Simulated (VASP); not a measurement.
# Ba7F16 (a cell with a defect) in VASP: relaxation of the atoms with PBE

Aim: the relaxation of the atoms of Ba7F16 (a cell with a defect) with PBE.

Program: VASP 6.6.1. These are calculated values, not measurements. Logs are shortened: lines on timing, memory, paths and dates and some standing lists are left out, and cuts for length are marked.

## (1) The cell of the first run

The cell holds a defect, 23 atoms: a = 8.805 Å, b = 8.805 Å, c = 8.805 Å, α = 60.00°, β = 60.00°, γ = 60.00°.

## (2) Relaxation of the atoms, PBE

INCAR reads:

```
SYSTEM = Ba7F16
ALGO = Normal ; EDIFF = 1E-7
EDIFFG = -0.03 ; ENCUT = 520
GGA = PE ; GGA_COMPAT = .False.
IBRION = 2 ; ISIF = 2
ISMEAR = -1 ; KPAR = 4
LASPH = .True. ; LCHARG = .False.
LREAL = .False. ; LWAVE = .False.
NELECT = 184.0 ; NELM = 120
NELMIN = 4 ; NSW = 60
PREC = Accurate ; SIGMA = 0.01
```

KPOINTS reads:

```
k-points
0
Gamma
  3 3 3
  0 0 0
```

POSCAR reads:

```
Ba7F16
1.0
    0.0000000000      6.2257308170      6.2257308170
    6.2257308170      0.0000000000      6.2257308170
    6.2257308170      6.2257308170      0.0000000000
Ba F
7 16
Direct
    0.0000000000      0.0000000000      0.5000000000
    0.0000000000      0.5000000000      0.0000000000
    0.0000000000      0.5000000000      0.5000000000
    0.5000000000      0.0000000000      0.0000000000
    0.5000000000      0.0000000000      0.5000000000
    0.5000000000      0.5000000000      0.0000000000
    0.5000000000      0.5000000000      0.5000000000
    0.1250000000      0.1250000000      0.1250000000
    0.1250000000      0.1250000000      0.6250000000
    0.1250000000      0.6250000000      0.1250000000
    0.1250000000      0.6250000000      0.6250000000
    0.6250000000      0.1250000000      0.1250000000
    0.6250000000      0.1250000000      0.6250000000
    0.6250000000      0.6250000000      0.1250000000
    0.6250000000      0.6250000000      0.6250000000
    0.3750000000      0.3750000000      0.3750000000
    0.3750000000      0.3750000000      0.8750000000
    0.3750000000      0.8750000000      0.3750000000
    0.3750000000      0.8750000000      0.8750000000
    0.8750000000      0.3750000000      0.3750000000
    0.8750000000      0.3750000000      0.8750000000
    0.8750000000      0.8750000000      0.3750000000
    0.8750000000      0.8750000000      0.8750000000
```

Potentials or basis: VASP PAW PBE potentials, release 64 (Ba_sv, F).

Command:

```bash
> cat potpaw_PBE.64/Ba_sv/POTCAR potpaw_PBE.64/F/POTCAR > POTCAR
> mpirun -np 4 vasp_std > vasp.out
```

OUTCAR:

```text
SYSTEM = Ba7F16
   EDIFF = 1E-7
   EDIFFG = -0.03
   ENCUT = 520
   GGA = PE
   IBRION = 2
   ISIF = 2
   ISMEAR = -1
   LASPH = .True.
   LREAL = .False.
   NELECT = 184.0
   NELM = 120
   NELMIN = 4
   NSW = 60
   PREC = Accurate

 ion  position               nearest neighbor table
   1  0.000  0.000  0.500-   8 2.70   9 2.70  11 2.70  13 2.70  18 2.70  20 2.70  22 2.70  23 2.70
                             3 4.40   5 4.40   2 4.40   4 4.40   2 4.40   3 4.40   7 4.40   4 4.40
   2  0.000  0.500  0.000-   8 2.70  10 2.70  11 2.70  14 2.70  17 2.70  20 2.70  21 2.70  23 2.70
                             3 4.40   6 4.40   1 4.40   3 4.40   7 4.40   1 4.40   4 4.40   4 4.40
   3  0.000  0.500  0.500-   9 2.70  10 2.70  11 2.70  15 2.70  16 2.70  20 2.70  21 2.70  22 2.70
                             7 4.40   1 4.40   2 4.40   2 4.40   6 4.40   1 4.40   5 4.40   5 4.40
   4  0.500  0.000  0.000-   8 2.70  12 2.70  13 2.70  14 2.70  17 2.70  18 2.70  19 2.70  23 2.70
                             5 4.40   6 4.40   1 4.40   5 4.40   7 4.40   2 4.40   6 4.40   7 4.40
   5  0.500  0.000  0.500-   9 2.70  12 2.70  13 2.70  15 2.70  16 2.70  18 2.70  19 2.70  22 2.70
                             7 4.40   1 4.40   4 4.40   4 4.40   6 4.40   3 4.40   6 4.40   7 4.40
   6  0.500  0.500  0.000-  10 2.70  12 2.70  14 2.70  15 2.70  16 2.70  17 2.70  19 2.70  21 2.70
                             7 4.40   2 4.40   4 4.40   3 4.40   5 4.40   7 4.40   4 4.40   5 4.40
   7  0.500  0.500  0.500-  11 2.70  13 2.70  14 2.70  15 2.70  16 2.70  17 2.70  18 2.70  20 2.70
                             6 4.40   3 4.40   5 4.40   2 4.40   4 4.40   6 4.40   1 4.40   4 4.40
   8  0.125  0.125  0.125-   1 2.70   2 2.70   4 2.70
   9  0.125  0.125  0.625-   1 2.70   3 2.70   5 2.70
  10  0.125  0.625  0.125-   2 2.70   3 2.70   6 2.70
  11  0.125  0.625  0.625-   1 2.70   2 2.70   3 2.70   7 2.70
  12  0.625  0.125  0.125-   4 2.70   5 2.70   6 2.70
  13  0.625  0.125  0.625-   1 2.70   4 2.70   5 2.70   7 2.70
  14  0.625  0.625  0.125-   2 2.70   4 2.70   6 2.70   7 2.70
  15  0.625  0.625  0.625-   3 2.70   5 2.70   6 2.70   7 2.70
  16  0.375  0.375  0.375-   3 2.70   5 2.70   6 2.70   7 2.70
  17  0.375  0.375  0.875-   2 2.70   4 2.70   6 2.70   7 2.70
  18  0.375  0.875  0.375-   1 2.70   4 2.70   5 2.70   7 2.70
  19  0.375  0.875  0.875-   4 2.70   5 2.70   6 2.70
  20  0.875  0.375  0.375-   1 2.70   2 2.70   3 2.70   7 2.70
  21  0.875  0.375  0.875-   2 2.70   3 2.70   6 2.70
  22  0.875  0.875  0.375-   1 2.70   3 2.70   5 2.70
  23  0.875  0.875  0.875-   1 2.70   2 2.70   4 2.70

  LATTYP: Found a face centered cubic cell.
 ALAT       =    12.4514616340

  Lattice vectors:

 A1 = (   0.0000000000,   6.2257308170,   6.2257308170)
 A2 = (   6.2257308170,   0.0000000000,   6.2257308170)
 A3 = (   6.2257308170,   6.2257308170,   0.0000000000)

Analysis of symmetry for initial positions (statically):
=====================================================================
 Subroutine PRICEL returns:
 Original cell was already a primitive cell.

 Routine SETGRP: Setting up the symmetry group for a
 face centered cubic supercell.

 Subroutine GETGRP returns: Found 48 space group operations
 (whereof 48 operations were pure point group operations)
 out of a pool of 48 trial point group operations.

The static configuration has the point symmetry O_h .

Analysis of symmetry for dynamics (positions and initial velocities):
=====================================================================
 Subroutine PRICEL returns:
 Original cell was already a primitive cell.

 Routine SETGRP: Setting up the symmetry group for a
 face centered cubic supercell.

 Subroutine GETGRP returns: Found 48 space group operations
 (whereof 48 operations were pure point group operations)
 out of a pool of 48 trial point group operations.

The dynamic configuration has the point symmetry O_h .

 Subroutine INISYM returns: Found 48 space group operations
 (whereof 48 operations are pure point group operations),
 and found     1 'primitive' translations

----------------------------------------------------------------------------------------

                                     Primitive cell

  volume of cell :     482.6152

  direct lattice vectors                    reciprocal lattice vectors
     0.000000000  6.225730817  6.225730817    -0.080311857  0.080311857  0.080311857
     6.225730817  0.000000000  6.225730817     0.080311857 -0.080311857  0.080311857
[... 57 lines left out ...]

 KPOINTS: k-points

Automatic generation of k-mesh.
 Grid dimensions read from file:
 generate k-points for:    3    3    3

 Generating k-lattice:

  Cartesian coordinates                     Fractional coordinates (reciprocal lattice)
    -0.026770619  0.026770619  0.026770619     0.333333333  0.000000000  0.000000000
     0.026770619 -0.026770619  0.026770619     0.000000000  0.333333333  0.000000000
     0.026770619  0.026770619 -0.026770619     0.000000000  0.000000000  0.333333333

  Length of vectors
     0.046368072  0.046368072  0.046368072

  Shift w.r.t. Gamma in fractional coordinates (k-lattice)
     0.000000000  0.000000000  0.000000000

 Subroutine IBZKPT returns following result:
 ===========================================

 Found      4 irreducible k-points:

 Following reciprocal coordinates:
            Coordinates               Weight
  0.000000  0.000000  0.000000      1.000000
  0.333333  0.000000  0.000000      8.000000
  0.333333  0.333333  0.000000      6.000000
 -0.333333  0.333333  0.000000     12.000000
   k-points           NKPTS =      4   k-points in BZ     NKDIM =      4   number of bands    NBANDS=    110
   number of dos      NEDOS =    301   number of ions     NIONS =     23
   total plane-waves  NPLWV = 343000
   dimension x,y,z NGX =    70 NGY =   70 NGZ =   70
   dimension x,y,z NGXF=   140 NGYF=  140 NGZF=  140
   ions per type =               7  16
   NGX,Y,Z   is equivalent  to a cutoff of  13.22, 13.22, 13.22 a.u.
   NGXF,Y,Z  is equivalent  to a cutoff of  26.43, 26.43, 26.43 a.u.
 SYSTEM =  Ba7F16
   PREC   = accura    normal or accurate (medium, high low for compatibility)
   ISTART =      0    job   : 0-new  1-cont  2-samecut
   ICHARG =      2    charge: 1-file 2-atom 10-const
   ISPIN  =      1    spin polarized calculation?
   LNONCOLLINEAR =      F non collinear calculations
   LSORBIT =      F    spin-orbit coupling
   LASPH  =      T    aspherical Exc in radial PAW
   ENCUT  =  520.0 eV  38.22 Ry    6.18 a.u.  16.37 16.37 16.37*2*pi/ulx,y,z
   NELM   =    120;   NELMIN=  4; NELMDL= -5     # of ELM steps
   EDIFF  = 0.1E-06   stopping-criterion for ELM
   LREAL  =      F    real-space projection
   EDIFFG = -.3E-01   stopping-criterion for IOM
   NSW    =     60    number of steps for IOM
   IBRION =      2    ionic relax: 0-MD 1-quasi-New 2-CG
   NFREE  =      1    steps in history (QN), initial steepest desc. (CG)
   ISIF   =      2    stress and relaxation
   ISYM   =      2    0-nonsym 1-usesym 2-fastsym
   POTIM  = 0.5000    time-step for ionic-motion
   TEBEG  =    0.0;   TEEND  =   0.0 temperature during run
   PSTRESS=    0.0 pullay stress
   NELECT =     184.0000    total number of electrons
   NUPDOWN=      -1.0000    fix difference up-down
   EMIN   =  10.00;   EMAX   =-10.00  energy-range for DOS
   EFERMI =   0.00;   METHOD = LEGACY
   ISMEAR =    -1;   SIGMA  =   0.01  broadening in eV -4-tet -1-fermi 0-gaus
   EFERMI_NEDOS =   21; number of points for ismear=-14 and -15
   IALGO  =     38    algorithm
   IMIX   =      4    mixing-type and parameters
     AMIX     =   0.40;   BMIX     =  1.00
     AMIX_MAG =   1.60;   BMIX_MAG =  1.00
  volume/ion in A,a.u.               =      20.98       141.60
  Fermi-wavevector in a.u.,A,eV,Ry     =   1.187081  2.243258 19.172811  1.409162
  Thomas-Fermi vector in A             =   2.323240
   LORBIT       =      0    0 simple, 1 ext, 2 COOP (PROOUT), +10 PAW based schemes
   GGA     = PE    functional components
   LHFCALC =     F    Hartree Fock is set to
   AEXX    =    0.0000 exact exchange contribution
   IVDW    =     0    specifies the selected vdW correction
   LEPSILON=     F    determine dielectric tensor
   LRPA    =     F    only Hartree local field effects (RPA)
 conjugate gradient relaxation of ions
 non-spin polarized calculation
  energy-cutoff  :      520.00
  volume of cell :      482.62
 maximum number of plane-waves:     13027
 NGX is ok and might be reduce to    70
   NGX = 33   NGY = 33   NGZ = 33

--------------------------------------- Ionic step        1  -------------------------------------------

 number of electron     184.0000070 magnetization

 Free energy of the ion-electron system (eV)
  ---------------------------------------------------
  ext. energy  EPLUGINS =         0.00000000
  ---------------------------------------------------
  free energy    TOTEN  =      -126.06555164 eV

  energy without entropy =     -126.06555164  energy(sigma->0) =     -126.06555164

------------------------ aborting loop because EDIFF is reached ----------------------------------------

  FORCE on cell =-STRESS in cart. coord.  units (eV):
  Direction    XX          YY          ZZ          XY          YZ          ZX
  --------------------------------------------------------------------------------------
  -------------------------------------------------------------------------------------
  Total        9.6826419      9.6826419      9.6826419     -0.0000000      0.0000000     -0.0000000
  in kB       32.1442605     32.1442605     32.1442605     -0.0000000      0.0000000     -0.0000000
  external PRESSURE =      32.1442605 kB  Pullay stress =       0.0000000 kB
[... 329 lines left out ...]
--------------------------------------- Ionic step        7  -------------------------------------------

 number of electron     183.9999969 magnetization

 Free energy of the ion-electron system (eV)
  ---------------------------------------------------
  ext. energy  EPLUGINS =         0.00000000
  ---------------------------------------------------
  free energy    TOTEN  =      -127.09844847 eV

  energy without entropy =     -127.09844847  energy(sigma->0) =     -127.09844847

 E-fermi :  -2.1274     XC(G=0):  -8.2943

 val. band max:       -2.4301759065   @ k =   0.3333   0.3333   0.0000
 cond. band min:       3.9884516834   @ k =   0.0000   0.0000   0.0000
 fundamental gap:      6.4186275899
 Fermi energy:        -2.1273687688

 k-point     1 :       0.0000    0.0000    0.0000
  band No.  band energies     occupation
      1     -25.9375      2.00000
      2     -25.7356      2.00000
      3     -25.7356      2.00000
      4     -25.7356      2.00000
      5     -25.7239      2.00000
      6     -25.6595      2.00000
[... 417 lines left out ...]
    103       6.4398      0.00000
    104       6.6390      0.00000
 [bands above 104 left out]

------------------------ aborting loop because EDIFF is reached ----------------------------------------

  FORCE on cell =-STRESS in cart. coord.  units (eV):
  Direction    XX          YY          ZZ          XY          YZ          ZX
  --------------------------------------------------------------------------------------
  -------------------------------------------------------------------------------------
  Total       16.0125955     16.0125955     16.0125955      0.0000000     -0.0000000      0.0000000
  in kB       53.1583267     53.1583267     53.1583267      0.0000000     -0.0000000      0.0000000
  external PRESSURE =      53.1583267 kB  Pullay stress =       0.0000000 kB
[... 38 lines left out ...]
  FREE ENERGIE OF THE ION-ELECTRON SYSTEM (eV)
  ---------------------------------------------------
  free  energy   TOTEN  =      -127.0984484657 eV

  energy  without entropy=     -127.0984484657  energy(sigma->0) =     -127.09844847

 reached required accuracy - stopping structural energy minimisation
```

It took 15 min on 4 MPI ranks of Intel Xeon Platinum 8375C at 2.90GHz (Ice Lake), shared host; peak memory 0.85 GiB.

What came out:

* Free energy: -127.0984 eV
* Energy gained by relaxing: 44.9 meV/atom
* Ionic steps: 7
* Largest force after relaxing: 0.029 eV/Å

Forces on the atoms (eV/Å):
```
Ba   0.000  0.000  0.000
Ba   0.000  0.000  0.000
Ba   0.000  0.000  0.000
Ba   0.000  0.000  0.000
Ba   0.000  0.000  0.000
Ba   0.000  0.000  0.000
Ba   0.000  0.000  0.000
F    0.008  0.008  0.008
F   -0.008 -0.008  0.008
F   -0.008  0.008 -0.008
F    0.017 -0.017 -0.017
F    0.008 -0.008 -0.008
F   -0.017  0.017 -0.017
F   -0.017 -0.017  0.017
F    0.017  0.017  0.017
F   -0.017 -0.017 -0.017
F    0.017  0.017 -0.017
F    0.017 -0.017  0.017
F   -0.008  0.008  0.008
F   -0.017  0.017  0.017
F    0.008 -0.008  0.008
F    0.008  0.008 -0.008
F   -0.008 -0.008 -0.008
```

Step by step:
| step | energy change (eV) | largest force (eV/Å) | pressure (GPa) |
| --- | --- | --- | --- |
| 1 | 0.0000 | 0.8984 | 3.21 |
| 2 | -0.3138 | 0.7442 | 3.53 |
| 3 | -0.9048 | 0.3151 | 4.54 |
| 4 | -0.6556 | 0.4868 | 6.71 |
| 5 | -1.0227 | 0.1463 | 5.35 |
| 6 | -1.0231 | 0.1360 | 5.30 |
| 7 | -1.0329 | 0.0293 | 5.32 |

Final structure:
```cif
data_structure
_symmetry_space_group_name_H-M 'P 1'
_symmetry_Int_Tables_number 1
_cell_length_a 8.8045
_cell_length_b 8.8045
_cell_length_c 8.8045
_cell_angle_alpha 60.000
_cell_angle_beta 60.000
_cell_angle_gamma 60.000
_cell_volume 482.62
loop_
_atom_site_label
_atom_site_type_symbol
_atom_site_fract_x
_atom_site_fract_y
_atom_site_fract_z
_atom_site_occupancy
Ba1 Ba 0.00000 0.00000 0.50000 1
Ba2 Ba 0.00000 0.50000 0.00000 1
Ba3 Ba 0.00000 0.50000 0.50000 1
Ba4 Ba 0.50000 0.00000 0.00000 1
Ba5 Ba 0.50000 0.00000 0.50000 1
Ba6 Ba 0.50000 0.50000 0.00000 1
Ba7 Ba 0.50000 0.50000 0.50000 1
F1 F 0.13762 0.13762 0.13762 1
F2 F 0.13762 0.13762 0.58714 1
F3 F 0.13762 0.58714 0.13762 1
F4 F 0.13523 0.62159 0.62159 1
F5 F 0.58714 0.13762 0.13762 1
F6 F 0.62159 0.13523 0.62159 1
F7 F 0.62159 0.62159 0.13523 1
F8 F 0.62159 0.62159 0.62159 1
F9 F 0.37841 0.37841 0.37841 1
F10 F 0.37841 0.37841 0.86477 1
F11 F 0.37841 0.86477 0.37841 1
F12 F 0.41286 0.86238 0.86238 1
F13 F 0.86477 0.37841 0.37841 1
F14 F 0.86238 0.41286 0.86238 1
F15 F 0.86238 0.86238 0.41286 1
F16 F 0.86238 0.86238 0.86238 1
```

Levels at points of the mesh, in eV from the Fermi level:
| k point | band 90 | band 91 | band 92 | band 93 | band 94 | band 95 |
| --- | --- | --- | --- | --- | --- | --- |
| (0.00, 0.00, 0.00) | -0.33 | -0.33 | -0.33 | 6.12 | 6.73 | 6.73 |

Caveat: the cell carries a net charge on a neutralising background, which shifts energy and pressure; the cell is charged against a uniform background, so pressure and absolute levels hang on convention; spin-orbit coupling is left out, which moves the levels of the heavy elements.
